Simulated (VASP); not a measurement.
# Al (P6_3/mmc) in VASP: a series of runs

Al is run at these levels: PBEsol, PBEsol+D3(BJ), LDA; tasks: single point, relaxation of cell and atoms.

Program: VASP 6.6.1. These are calculated values, not measurements. Logs are shortened: lines on timing, memory, paths and dates and some standing lists are left out, and cuts for length are marked.

## (1) The cell of the first run

It takes space group P6_3/mmc (No. 194, hexagonal). The conventional cell has a = 2.833 Å, b = 2.833 Å, c = 9.334 Å, α = 90.00°, β = 90.00°, γ = 120.00°. Al (site symmetry -3m) has 12 Al at 2.83 to 2.85 Å within 3.7 Å. Al (site symmetry -6m2) has 12 Al at 2.83 to 2.85 Å within 3.7 Å.

This isn't the form of Al at room conditions, which is fcc.

## (2) Single point, PBEsol

Contents of INCAR:

```
PREC     = Accurate       # precision mode
ENCUT    = 520            # plane-wave cutoff, eV
EDIFF    = 1E-6           # SCF threshold, eV
ISMEAR   = -1             # smearing method
SIGMA    = 0.1            # smearing width, eV
LREAL    = F              # projectors in reciprocal space
LASPH    = T              # aspherical terms in the spheres
NELM     = 60             # most SCF steps
ALGO     = Normal         # electronic algorithm
ISIF     = 2              # what is computed and relaxed
LWAVE    = F              # write WAVECAR
LCHARG   = T              # write CHGCAR
GGA      = PS             # functional
LELF     = T              # ELF
LVHAR    = T            
NBANDS   = 14             # bands
```

Contents of KPOINTS:

```
regular mesh
0
Gamma
  10 10 3
```

Contents of POSCAR:

```
Al
1.0
    2.8330666742      0.0000000000      0.0000000000
   -1.4165333371      2.4535077105      0.0000000000
    0.0000000000      0.0000000000      9.3344257920
Al
4
Direct
    0.0000000000      0.0000000000      0.0000000000
    0.0000000000      0.0000000000      0.5000000000
    0.3333333333      0.6666666667      0.2500000000
    0.6666666667      0.3333333333      0.7500000000
```

Potentials or basis: VASP PAW PBE potentials, release 64 (Al).

Run with:

```
$ cat potpaw_PBE.64/Al/POTCAR > POTCAR
$ mpirun -np 1 vasp_std > vasp.out
```

OUTCAR:

```text
PREC = Accurate
   ENCUT = 520
   EDIFF = 1E-6
   ISMEAR = -1
   LREAL = F
   LASPH = T
   NELM = 60
   ISIF = 2
   GGA = PS

 ion  position               nearest neighbor table
   1  0.000  0.000  0.000-   3 2.85   4 2.85   4 2.85   3 2.85   4 2.85   3 2.85
   2  0.000  0.000  0.500-   3 2.85   4 2.85   4 2.85   3 2.85   4 2.85   3 2.85
   3  0.333  0.667  0.250-   1 2.85   2 2.85   1 2.85   2 2.85   1 2.85   2 2.85
   4  0.667  0.333  0.750-   1 2.85   2 2.85   1 2.85   2 2.85   1 2.85   2 2.85

  LATTYP: Found a hexagonal cell.
 ALAT       =     2.8330666742
 C/A-ratio  =     3.2948133120

  Lattice vectors:

 A1 = (   2.8330666742,   0.0000000000,   0.0000000000)
 A2 = (  -1.4165333371,   2.4535077105,   0.0000000000)
 A3 = (   0.0000000000,   0.0000000000,   9.3344257920)

Analysis of symmetry for initial positions (statically):
=====================================================================
 Subroutine PRICEL returns:
 Original cell was already a primitive cell.

 Routine SETGRP: Setting up the symmetry group for a
 hexagonal supercell.

 Subroutine GETGRP returns: Found 24 space group operations
 (whereof 12 operations were pure point group operations)
 out of a pool of 24 trial point group operations.

The static configuration has the point symmetry D_3d.
 The point group associated with its full space group is D_6h.

Analysis of symmetry for dynamics (positions and initial velocities):
=====================================================================
 Subroutine PRICEL returns:
 Original cell was already a primitive cell.

 Routine SETGRP: Setting up the symmetry group for a
 hexagonal supercell.

 Subroutine GETGRP returns: Found 24 space group operations
 (whereof 12 operations were pure point group operations)
 out of a pool of 24 trial point group operations.

The dynamic configuration has the point symmetry D_3d.
 The point group associated with its full space group is D_6h.

 Subroutine INISYM returns: Found 24 space group operations
 (whereof 12 operations are pure point group operations),
 and found     1 'primitive' translations

----------------------------------------------------------------------------------------

                                     Primitive cell

  volume of cell :      64.8831

  direct lattice vectors                    reciprocal lattice vectors
     2.833066674  0.000000000  0.000000000     0.352974397  0.203789863  0.000000000
    -1.416533337  2.453507710  0.000000000     0.000000000  0.407579726  0.000000000
     0.000000000  0.000000000  9.334425792     0.000000000  0.000000000  0.107130318

  length of vectors
     2.833066674  2.833066674  9.334425792     0.407579726  0.407579726  0.107130318

  position of ions in fractional coordinates (direct lattice)
     0.000000000  0.000000000  0.000000000
     0.000000000  0.000000000  0.500000000
     0.333333333  0.666666667  0.250000000
     0.666666667  0.333333333  0.750000000

  ion indices of the primitive-cell ions
   primitive index   ion index
                 1           1
                 2           2
                 3           3
                 4           4

----------------------------------------------------------------------------------------

 KPOINTS: regular mesh

Automatic generation of k-mesh.
 Grid dimensions read from file:
 generate k-points for:   10   10    3

 Generating k-lattice:

  Cartesian coordinates                     Fractional coordinates (reciprocal lattice)
     0.035297440  0.020378986  0.000000000     0.100000000  0.000000000  0.000000000
     0.000000000  0.040757973  0.000000000     0.000000000  0.100000000  0.000000000
     0.000000000  0.000000000  0.035710106     0.000000000  0.000000000  0.333333333

  Length of vectors
     0.040757973  0.040757973  0.035710106

  Shift w.r.t. Gamma in fractional coordinates (k-lattice)
     0.000000000  0.000000000  0.000000000

 Subroutine IBZKPT returns following result:
 ===========================================

 Found     28 irreducible k-points:

 Following reciprocal coordinates:
            Coordinates               Weight
  0.000000  0.000000  0.000000      1.000000
  0.100000  0.000000  0.000000      6.000000
  0.200000  0.000000  0.000000      6.000000
  0.300000 -0.000000  0.000000      6.000000
  0.400000  0.000000  0.000000      6.000000
  0.500000  0.000000  0.000000      3.000000
[... 16 lines left out ...]
  0.300000  0.100000  0.333333     24.000000
  0.400000  0.100000  0.333333     24.000000
 [... further k-points ...]
   k-points           NKPTS =     28   k-points in BZ     NKDIM =     28   number of bands    NBANDS=     14
   number of dos      NEDOS =    301   number of ions     NIONS =      4
   total plane-waves  NPLWV =  40320
   dimension x,y,z NGX =    24 NGY =   24 NGZ =   70
   dimension x,y,z NGXF=    48 NGYF=   48 NGZF=  140
   ions per type =               4
   NGX,Y,Z   is equivalent  to a cutoff of  14.08, 14.08, 12.47 a.u.
   NGXF,Y,Z  is equivalent  to a cutoff of  28.17, 28.17, 24.93 a.u.
 SYSTEM =  unknown system
   PREC   = accura    normal or accurate (medium, high low for compatibility)
   ISTART =      0    job   : 0-new  1-cont  2-samecut
   ICHARG =      2    charge: 1-file 2-atom 10-const
   ISPIN  =      1    spin polarized calculation?
   LNONCOLLINEAR =      F non collinear calculations
   LSORBIT =      F    spin-orbit coupling
   LASPH  =      T    aspherical Exc in radial PAW
   ENCUT  =  520.0 eV  38.22 Ry    6.18 a.u.   5.27  5.27 17.36*2*pi/ulx,y,z
   NELM   =     60;   NELMIN=  2; NELMDL= -5     # of ELM steps
   EDIFF  = 0.1E-05   stopping-criterion for ELM
   LREAL  =      F    real-space projection
   EDIFFG = 0.1E-04   stopping-criterion for IOM
   NSW    =      0    number of steps for IOM
   IBRION =     -1    ionic relax: 0-MD 1-quasi-New 2-CG
   NFREE  =      0    steps in history (QN), initial steepest desc. (CG)
   ISIF   =      2    stress and relaxation
   ISYM   =      2    0-nonsym 1-usesym 2-fastsym
   POTIM  = 0.5000    time-step for ionic-motion
   TEBEG  =    0.0;   TEEND  =   0.0 temperature during run
   PSTRESS=    0.0 pullay stress
   NELECT =      12.0000    total number of electrons
   NUPDOWN=      -1.0000    fix difference up-down
   EMIN   =  10.00;   EMAX   =-10.00  energy-range for DOS
   EFERMI =   0.00;   METHOD = LEGACY
   ISMEAR =    -1;   SIGMA  =   0.10  broadening in eV -4-tet -1-fermi 0-gaus
   EFERMI_NEDOS =   21; number of points for ismear=-14 and -15
   IALGO  =     38    algorithm
   IMIX   =      4    mixing-type and parameters
     AMIX     =   0.40;   BMIX     =  1.00
     AMIX_MAG =   1.60;   BMIX_MAG =  1.00
  volume/ion in A,a.u.               =      16.22       109.46
  Fermi-wavevector in a.u.,A,eV,Ry     =   0.932734  1.762612 11.836978  0.869993
  Thomas-Fermi vector in A             =   2.059363
   LORBIT       =      0    0 simple, 1 ext, 2 COOP (PROOUT), +10 PAW based schemes
   GGA     = PS    functional components
   LHFCALC =     F    Hartree Fock is set to
   AEXX    =    0.0000 exact exchange contribution
   IVDW    =     0    specifies the selected vdW correction
   LEPSILON=     F    determine dielectric tensor
   LRPA    =     F    only Hartree local field effects (RPA)
 non-spin polarized calculation
  energy-cutoff  :      520.00
  volume of cell :       64.88
 maximum number of plane-waves:      1758
 NGX is ok and might be reduce to    24
   NGX = 11   NGY = 11   NGZ = 35

 number of electron      12.0000000 magnetization

 Free energy of the ion-electron system (eV)
  ---------------------------------------------------
  ext. energy  EPLUGINS =         0.00000000
  ---------------------------------------------------
  free energy    TOTEN  =       -16.37627137 eV

  energy without entropy =      -16.33931654  energy(sigma->0) =      -16.35779395

 E-fermi :   8.1688     XC(G=0): -10.3198

 val. band max:        8.1273820508   @ k =   0.4000   0.2000   0.3333
 cond. band min:       8.2443618544   @ k =   0.4000   0.1000   0.0000
 fundamental gap:      0.1169798036
 Fermi energy:         8.1688171402

 k-point     1 :       0.0000    0.0000    0.0000
  band No.  band energies     occupation
      1      -3.1209      2.00000
      2      -1.4338      2.00000
      3      -1.4314      2.00000
      4       3.4196      2.00000
      5       3.6201      2.00000
      6      11.4288      0.00000
      7      11.4394      0.00000
      8      19.0457      0.00000
      9      19.0457      0.00000
     10      19.2058      0.00000
     11      19.2058      0.00000
     12      20.1570      0.00000
     13      20.1595      0.00000
     14      20.3340      0.00000

 k-point     2 :       0.1000    0.0000    0.0000
  band No.  band energies     occupation
      1      -2.8753      2.00000
      2      -1.1911      2.00000
      3      -1.1888      2.00000
      4       3.6471      2.00000
      5       3.8596      2.00000
      6      11.6221      0.00000
      7      11.6426      0.00000
      8      15.7659      0.00000
      9      17.1257      0.00000
     10      17.2154      0.00000
     11      17.2398      0.00000
     12      18.6593      0.00000
     13      18.6670      0.00000
     14      18.7386      0.00000
[... 343 lines left out ...]
      1       0.2219      2.00000
      2       0.7729      2.00000
      3       2.9490      2.00000
      4       4.5415      2.00000
      5       7.2329      1.99983
      6       7.7330      1.97471
      7       9.0138      0.00043
      8       9.9141      0.00000
      9      11.1965      0.00000
     10      11.4168      0.00000
     11      12.2990      0.00000
     12      12.6687      0.00000
     13      14.5560      0.00000
     14      15.6449      0.00000

 k-point    24 :       0.4000    0.1000    0.3333
  band No.  band energies     occupation
      1       2.1243      2.00000
      2       2.6635      2.00000
      3       4.4346      2.00000
      4       4.5966      2.00000
      5       5.2664      2.00000
      6       6.3817      2.00000
      7       7.3290      1.99955
      8       8.7684      0.00496
      9      10.5231      0.00000
     10      11.4398      0.00000
     11      12.0427      0.00000
     12      12.8693      0.00000
     13      13.7956      0.00000
     14      14.1833      0.00000

 [... further k-points ...]

------------------------ aborting loop because EDIFF is reached ----------------------------------------

  FORCE on cell =-STRESS in cart. coord.  units (eV):
  Direction    XX          YY          ZZ          XY          YZ          ZX
  --------------------------------------------------------------------------------------
  -------------------------------------------------------------------------------------
  Total        0.0306687      0.0306687      0.0365831      0.0000000     -0.0000000      0.0000000
  in kB        0.7573101      0.7573101      0.9033566      0.0000000     -0.0000000      0.0000000
  external PRESSURE =       0.8059923 kB  Pullay stress =       0.0000000 kB

 VOLUME and BASIS-vectors are now :
 -----------------------------------------------------------------------------
  energy-cutoff  :      520.00
  volume of cell :       64.88
      direct lattice vectors                 reciprocal lattice vectors
     2.833066674  0.000000000  0.000000000     0.352974397  0.203789863  0.000000000
    -1.416533337  2.453507710  0.000000000     0.000000000  0.407579726  0.000000000
     0.000000000  0.000000000  9.334425792     0.000000000  0.000000000  0.107130318

 POSITION                                       TOTAL-FORCE (eV/Angst)
 -----------------------------------------------------------------------------------
      0.00000      0.00000      0.00000         0.000000      0.000000      0.000000
      0.00000      0.00000      4.66721        -0.000000      0.000000      0.000000
     -0.00000      1.63567      2.33361         0.000000     -0.000000     -0.000000
      1.41653      0.81784      7.00082        -0.000000      0.000000     -0.000000
 -----------------------------------------------------------------------------------
    total drift:                               -0.000000      0.000000      0.000000

  FREE ENERGIE OF THE ION-ELECTRON SYSTEM (eV)
  ---------------------------------------------------
  free  energy   TOTEN  =       -16.3762713685 eV

  energy  without entropy=      -16.3393165415  energy(sigma->0) =      -16.35779395
```

Wall time 54 s (1 thread of Intel Xeon 8259CL, shared host); peak memory 0.18 GiB.

Results:

```yaml
Free_energy: -16.3763 eV
Pressure: 0.1 GPa
Band_gap_on_the_k_mesh: zero (bands 6 and 7 overlap by 5.14 eV)
```

Caveat: the PAW data sets were made with another functional, which shifts forces and pressure a little.

## (3) Relaxation of cell and atoms, PBEsol+D3(BJ)

This run uses another cell than the first one, of 15.90 Å³/atom.

Contents of INCAR:

```
SYSTEM = Al
ALGO     = Normal         ! electronic algorithm
EDIFF    = 1E-6           ! SCF threshold, eV
EDIFFG   = -0.01          ! ionic threshold
ENCUT    = 600            ! plane-wave cutoff, eV
GGA      = PS             ! functional
IBRION   = 2              ! ionic algorithm
ISIF     = 3              ! what is computed and relaxed
ISMEAR   = -1             ! smearing method
IVDW     = 12             ! dispersion correction
LASPH    = .TRUE.         ! aspherical terms in the spheres
LCHARG   = .FALSE.        ! write CHGCAR
LREAL    = .FALSE.        ! projectors in reciprocal space
LWAVE    = .FALSE.        ! write WAVECAR
NELM     = 60             ! most SCF steps
NSW      = 80             ! ionic steps
PREC     = Accurate       ! precision mode
SIGMA    = 0.1            ! smearing width, eV
```

Contents of KPOINTS:

```
k-points
0
G
  10 10 3
  0 0 0
```

Contents of POSCAR:

```
Al
1.0
    2.8270770000      0.0000000000      0.0000000000
   -1.4135385000      2.4483205005      0.0000000000
    0.0000000000      0.0000000000      9.1859930000
Al
4
Direct
    0.0000000000      0.0000000000      0.0000000000
    0.0000000000      0.0000000000      0.5000000000
    0.3333333333      0.6666666667      0.2500000000
    0.6666666667      0.3333333333      0.7500000000
```

Potentials or basis: VASP PAW PBE potentials, release 64 (Al).

Run with:

```
$ cat potpaw_PBE.64/Al/POTCAR > POTCAR
$ mpirun -np 1 vasp_std > vasp.out
```

Wall time 1.9 min (1 thread of Intel Xeon 8259CL, shared host); peak memory 0.21 GiB.

Results (log left out):

* Free energy: -17.6931 eV
* Relaxed volume: 15.63 Å³/atom
* Relaxed cell: a = 2.799 Å, b = 2.799 Å, c = 9.212 Å, α = 90.00°, β = 90.00°, γ = 120.00°
* Space group after relaxing (to 0.1 Å): P6_3/mmc (No. 194)
* Energy gained by relaxing: 2.6 meV/atom
* Ionic steps: 5
* Pressure after relaxing: 0.0 GPa
* Band gap on the k mesh: zero (bands 6 and 7 overlap by 5.23 eV)
* Dispersion energy per atom: -0.335 eV

Step by step:
| step | energy change (eV) | largest force (eV/Å) | pressure (GPa) | volume (Å³) |
| --- | --- | --- | --- | --- |
| 1 | 0.0000 | 0.0000 | -1.55 | 63.58 |
| 2 | -0.0098 | 0.0000 | 0.47 | 62.17 |
| 3 | -0.0101 | 0.0000 | 0.14 | 62.39 |
| 4 | -0.0101 | 0.0000 | 0.11 | 62.41 |
| 5 | -0.0102 | 0.0000 | -0.04 | 62.51 |

Final structure:
```
Al
1.0
     2.79920    0.00000    0.00000
    -1.39960    2.42418    0.00000
     0.00000    0.00000    9.21236
Al
4
Direct
  0.00000 0.00000 0.00000
  0.00000 0.00000 0.50000
  0.33333 0.66667 0.25000
  0.66667 0.33333 0.75000
```

Levels at points of the mesh, in eV from the Fermi level:
| k point | band 1 | band 2 | band 3 | band 4 | band 5 | band 6 | band 7 | band 8 | band 9 | band 10 |
| --- | --- | --- | --- | --- | --- | --- | --- | --- | --- | --- |
| (0.00, 0.00, 0.00) | -11.53 | -9.80 | -9.80 | -4.87 | -4.57 | 3.38 | 3.39 | 11.18 | 11.18 | 11.29 |
| (0.50, 0.00, 0.00) | -5.42 | -5.36 | -4.07 | -4.03 | -3.38 | -3.33 | 0.78 | 1.20 | 1.33 | 1.68 |

Caveat: the PAW data sets were made with another functional, which shifts forces and pressure a little.

[end of part 1 of 2]
